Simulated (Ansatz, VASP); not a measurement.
**AlP in VASP and in Ansatz**

Contents of INCAR:

```
SYSTEM = AlP
PREC = Accurate
ENCUT = 500
EDIFF = 1E-6
ISMEAR = 0
SIGMA = 0.1
LREAL = .False.
LASPH = .True.
NELM = 120
ALGO = Normal
ISIF = 2
LWAVE = .False.
LCHARG = .False.
GGA = PE
NBANDS = 11
GGA_COMPAT = .False.
```

KPOINTS

```
regular mesh
0
Gamma
  1 1 1
  0 0 0
```

POSCAR

```
AlP
1.0
    0.0000000000      2.7364837130      2.7364837130
    2.7364837130      0.0000000000      2.7364837130
    2.7364837130      2.7364837130      0.0000000000
Al P
1 1
Direct
    0.0000000000      0.0000000000      0.0000000000
    0.7500000000      0.7500000000      0.7500000000
```

Input for Ansatz:

```yaml
crystal:
  lattice:
    - [0.0, 2.736483713, 2.736483713]
    - [2.736483713, 0.0, 2.736483713]
    - [2.736483713, 2.736483713, 0.0]
  atoms:
    - { symbol: Al, position: [0.0, 0.0, 0.0] }
    - { symbol: P, position: [0.75, 0.75, 0.75] }
basis:
  ecutwfc: 420
kpoints:
  mp_grid: { grid: [1, 1, 1] }
  band_path: { path: [VBM, CBM], npoints: 5 }
hamiltonian:
  xc: pbe
scf:
  occupations: { method: gaussian, width: 0.1 }
output:
  forces: true
  stress: true
  eigenvalues: true
```

Alike in both runs: task single point; functional PBE; k mesh 1 × 1 × 1; occupations gaussian, width 0.1 eV; no spin polarisation.

```csv
,VASP,Ansatz
version,VASP 6.6.1,Ansatz 0.2.0
potentials or method,"VASP PAW PBE potentials, release 64 (Al, P), cutoff 500 eV","scalar-relativistic, plane waves, PAW"
valence electrons in the cell,8,8
```

Ansatz gave:

```
gap on the k mesh at the Fermi level (eV) : 3.14
least direct gap on the mesh (eV)         : 3.14
```

Task: Estimate VASP's values.

Result: gap on the k mesh at the Fermi level (eV): 3.12; least direct gap on the mesh (eV): 3.12.

The functional is the same, so the differences come from potentials, cutoffs and numerics.

The k mesh is coarse, so the values compare programs but aren't converged.
